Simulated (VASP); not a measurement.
# N (Cm) in VASP: single point with PBEsol

Aim: the single point of N with PBEsol.

All numbers are computed with VASP 6.6.1; they aren't measurements. Logs are shortened: lines on timing, memory, paths and dates and some standing lists are left out, and cuts for length are marked.

## (1) The cell of the first run

Symmetry: Cm, No. 8, monoclinic system. Conventional cell: a = 7.130 Å, b = 4.064 Å, c = 6.771 Å, α = 90.00°, β = 90.24°, γ = 90.00°. Within 1.8 Å of N (site symmetry m) lie 1 N at 1.31 Å. N (site symmetry m) has 1 N at 1.31 Å within 1.8 Å. Within 1.3 Å of N (site symmetry m) lie 1 N at 0.97 Å. Within 1.3 Å of N (site symmetry m) lie 1 N at 0.97 Å.

## (2) Single point, PBEsol (strained and its atoms moved)

File INCAR:

```
PREC = Accurate
ENCUT = 520
EDIFF = 1E-6
ISMEAR = 0
SIGMA = 0.02
LREAL = F
LASPH = T
NELM = 80
ALGO = Normal
ISIF = 2
LWAVE = F
LCHARG = T
GGA = PS
LELF = T
LVHAR = T
NBANDS = 18
```

File KPOINTS:

```
Automatic mesh
0
Gamma
  6 6 4
```

File POSCAR:

```
N
1.0
    4.1032241146     -0.0227530911     -0.0073343297
   -2.0713168123      3.5421005213      0.0073482729
   -0.0123305662      0.0071461236      6.7711622723
N
4
Direct
    0.3434535553      0.6565464447      0.3480474808
    0.3801225092      0.6198774908      0.1583190817
    0.6490911327      0.3509088673      0.8173017771
    0.6273328027      0.3726671973      0.6763316603
```

Potentials or basis: VASP PAW PBE potentials, release 64 (N).

On the command line:

```bash
$ cat potpaw_PBE.64/N/POTCAR > POTCAR
$ mpirun -np 1 vasp_std > vasp.out
```

OUTCAR:

```text
PREC = Accurate
   ENCUT = 520
   EDIFF = 1E-6
   ISMEAR = 0
   LREAL = F
   LASPH = T
   NELM = 80
   ISIF = 2
   GGA = PS

 ion  position               nearest neighbor table
   1  0.343  0.657  0.348-   2 1.31
   2  0.380  0.620  0.158-   1 1.31
   3  0.649  0.351  0.817-   4 0.97
   4  0.627  0.373  0.676-   3 0.97

  LATTYP: Found a base centered monoclinic cell.
 ALAT       =     7.1297512239
 B/A-ratio  =     0.5699775214
 C/A-ratio  =     0.9497073682
 COS(beta)  =    -0.0041640854

  Lattice vectors:

 A1 = (   2.0713168123,  -3.5421005213,  -0.0073482729)
 A2 = (   4.1032241146,  -0.0227530911,  -0.0073343297)
 A3 = (  -0.0123305662,   0.0071461236,   6.7711622723)

Analysis of symmetry for initial positions (statically):
=====================================================================
 Subroutine PRICEL returns:
 Original cell was already a primitive cell.

 Routine SETGRP: Setting up the symmetry group for a
 base centered monoclinic supercell.

 Subroutine GETGRP returns: Found  2 space group operations
 (whereof  2 operations were pure point group operations)
 out of a pool of  4 trial point group operations.

The static configuration has the point symmetry C_1h.

Analysis of symmetry for dynamics (positions and initial velocities):
=====================================================================
 Subroutine PRICEL returns:
 Original cell was already a primitive cell.

 Routine SETGRP: Setting up the symmetry group for a
 base centered monoclinic supercell.

 Subroutine GETGRP returns: Found  2 space group operations
 (whereof  2 operations were pure point group operations)
 out of a pool of  4 trial point group operations.

The dynamic configuration has the point symmetry C_1h.

 Subroutine INISYM returns: Found  2 space group operations
 (whereof  2 operations are pure point group operations),
 and found     1 'primitive' translations

----------------------------------------------------------------------------------------

                                     Primitive cell

  volume of cell :      98.0927

[... 87 lines left out ...]
   LNONCOLLINEAR =      F non collinear calculations
   LSORBIT =      F    spin-orbit coupling
   LASPH  =      T    aspherical Exc in radial PAW
   ENCUT  =  520.0 eV  38.22 Ry    6.18 a.u.   7.63  7.63 12.59*2*pi/ulx,y,z
   NELM   =     80;   NELMIN=  2; NELMDL= -5     # of ELM steps
   EDIFF  = 0.1E-05   stopping-criterion for ELM
   LREAL  =      F    real-space projection
   EDIFFG = 0.1E-04   stopping-criterion for IOM
   NSW    =      0    number of steps for IOM
   IBRION =     -1    ionic relax: 0-MD 1-quasi-New 2-CG
   NFREE  =      0    steps in history (QN), initial steepest desc. (CG)
   ISIF   =      2    stress and relaxation
   ISYM   =      2    0-nonsym 1-usesym 2-fastsym
   POTIM  = 0.5000    time-step for ionic-motion
   TEBEG  =    0.0;   TEEND  =   0.0 temperature during run
   PSTRESS=    0.0 pullay stress
   NELECT =      20.0000    total number of electrons
   NUPDOWN=      -1.0000    fix difference up-down
   EMIN   =  10.00;   EMAX   =-10.00  energy-range for DOS
   EFERMI =   0.00;   METHOD = LEGACY
   ISMEAR =     0;   SIGMA  =   0.02  broadening in eV -4-tet -1-fermi 0-gaus
   EFERMI_NEDOS =   21; number of points for ismear=-14 and -15
   IALGO  =     38    algorithm
   IMIX   =      4    mixing-type and parameters
     AMIX     =   0.40;   BMIX     =  1.00
     AMIX_MAG =   1.60;   BMIX_MAG =  1.00
  volume/ion in A,a.u.               =      24.52       165.49
  Fermi-wavevector in a.u.,A,eV,Ry     =   0.963546  1.820838 12.631938  0.928421
  Thomas-Fermi vector in A             =   2.093101
   LORBIT       =      0    0 simple, 1 ext, 2 COOP (PROOUT), +10 PAW based schemes
   GGA     = PS    functional components
   LHFCALC =     F    Hartree Fock is set to
   AEXX    =    0.0000 exact exchange contribution
   IVDW    =     0    specifies the selected vdW correction
   LEPSILON=     F    determine dielectric tensor
   LRPA    =     F    only Hartree local field effects (RPA)
 non-spin polarized calculation
 Gauss-broadening in eV      SIGMA  =   0.02
  energy-cutoff  :      520.00
  volume of cell :       98.09
 maximum number of plane-waves:      2670
 NGX is ok and might be reduce to    32
   NGX = 15   NGY = 15   NGZ = 25

 number of electron      20.0000000 magnetization

 Free energy of the ion-electron system (eV)
  ---------------------------------------------------
  ext. energy  EPLUGINS =         0.00000000
  ---------------------------------------------------
  free energy    TOTEN  =       -29.86297535 eV

  energy without entropy =      -29.86297535  energy(sigma->0) =      -29.86297535

 E-fermi :  -6.0527     XC(G=0):  -6.1055

 val. band max:       -6.2179558751   @ k =   0.0000   0.0000   0.0000
 cond. band min:      -0.8836116238   @ k =   0.5000  -0.0000   0.0000
 fundamental gap:      5.3343442513
 Fermi energy:        -6.0527217038

 k-point     1 :       0.0000    0.0000    0.0000
  band No.  band energies     occupation
      1     -27.3047      2.00000
      2     -21.9060      2.00000
      3     -11.5907      2.00000
      4      -9.7410      2.00000
      5      -9.7355      2.00000
      6      -9.1823      2.00000
[... 481 lines left out ...]
      5      -9.7489      2.00000
      6      -9.2968      2.00000
[... 10 lines left out ...]
     17       7.6437      0.00000
     18       8.7277      0.00000

 [... further k-points ...]

------------------------ aborting loop because EDIFF is reached ----------------------------------------

  FORCE on cell =-STRESS in cart. coord.  units (eV):
  Direction    XX          YY          ZZ          XY          YZ          ZX
  --------------------------------------------------------------------------------------
  -------------------------------------------------------------------------------------
  Total        0.1642247     -0.0368847     18.1019455     -0.1740989     -4.7801074      8.2795648
  in kB        2.6823295     -0.6024479    295.6643286     -2.8436083    -78.0748818    135.2325350
  external PRESSURE =      99.2480700 kB  Pullay stress =       0.0000000 kB

 VOLUME and BASIS-vectors are now :
 -----------------------------------------------------------------------------
  energy-cutoff  :      520.00
  volume of cell :       98.09
      direct lattice vectors                 reciprocal lattice vectors
     4.103224115 -0.022753091 -0.007334330     0.244504158  0.142978271  0.000294356
    -2.071316812  3.542100521  0.007348273     0.001570070  0.283237102 -0.000296063
    -0.012330566  0.007146124  6.771162272     0.000263136 -0.000152508  0.147685773

 POSITION                                       TOTAL-FORCE (eV/Angst)
 -----------------------------------------------------------------------------------
      0.04506      2.32023      2.35899         2.484818     -1.434660    -14.248663
      0.27381      2.18815      1.07377        -2.584148      1.492008     14.248659
      1.92645      1.23403      5.53190         5.383231     -3.107840     38.163623
      1.79384      1.31058      4.57769        -5.283901      3.050492    -38.163619
 -----------------------------------------------------------------------------------
    total drift:                                0.000178     -0.000093      0.001460

  FREE ENERGIE OF THE ION-ELECTRON SYSTEM (eV)
  ---------------------------------------------------
  free  energy   TOTEN  =       -29.8629753524 eV

  energy  without entropy=      -29.8629753524  energy(sigma->0) =      -29.86297535
```

Run time: 45 s. Hardware: 1 thread of Intel Xeon Platinum 8375C at 2.90GHz (Ice Lake), shared host; peak memory 0.23 GiB.

What came out:

```yaml
Free_energy: -29.8630 eV
Pressure: 9.9 GPa
Largest_force: 38.667 eV/Å
Band_gap_on_the_k_mesh: 5.33 eV, indirect (least direct gap 5.46 eV)
```

Forces on the atoms (eV/Å):
```
N     2.485  -1.435 -14.249
N    -2.584   1.492  14.249
N     5.383  -3.108  38.164
N    -5.284   3.050 -38.164
```

Levels at points of the mesh, in eV from the valence-band top:
| k point | band 6 | band 7 | band 8 | band 9 | band 10 | band 11 | band 12 | band 13 | band 14 | band 15 |
| --- | --- | --- | --- | --- | --- | --- | --- | --- | --- | --- |
| (0.00, 0.00, 0.00) | -2.96 | -1.47 | -0.45 | -0.45 | 0.00 | 5.66 | 5.74 | 9.45 | 9.53 | 9.95 |
| (0.50, 0.00, 0.00) | -2.97 | -1.21 | -0.71 | -0.53 | -0.12 | 5.33 | 5.60 | 8.78 | 9.40 | 11.28 |
| (0.50, 0.50, 0.00) | -3.02 | -1.23 | -0.54 | -0.46 | -0.34 | 5.44 | 5.64 | 8.78 | 9.47 | 11.44 |
| (0.00, 0.00, 0.50) | -3.18 | -0.93 | -0.45 | -0.44 | -0.37 | 5.69 | 5.74 | 9.36 | 9.51 | 10.12 |
| (0.50, 0.00, 0.50) | -3.06 | -0.87 | -0.78 | -0.52 | -0.39 | 5.38 | 5.64 | 8.73 | 9.33 | 11.65 |
| (0.50, 0.50, 0.50) | -3.06 | -0.86 | -0.76 | -0.54 | -0.45 | 5.49 | 5.68 | 8.91 | 9.40 | 11.57 |

Caveat: the cell differs from its parent crystal (strained and its atoms moved); the standard files for N, O and F lose accuracy on very short bonds; the PAW data sets were made with another functional, which shifts forces and pressure a little.
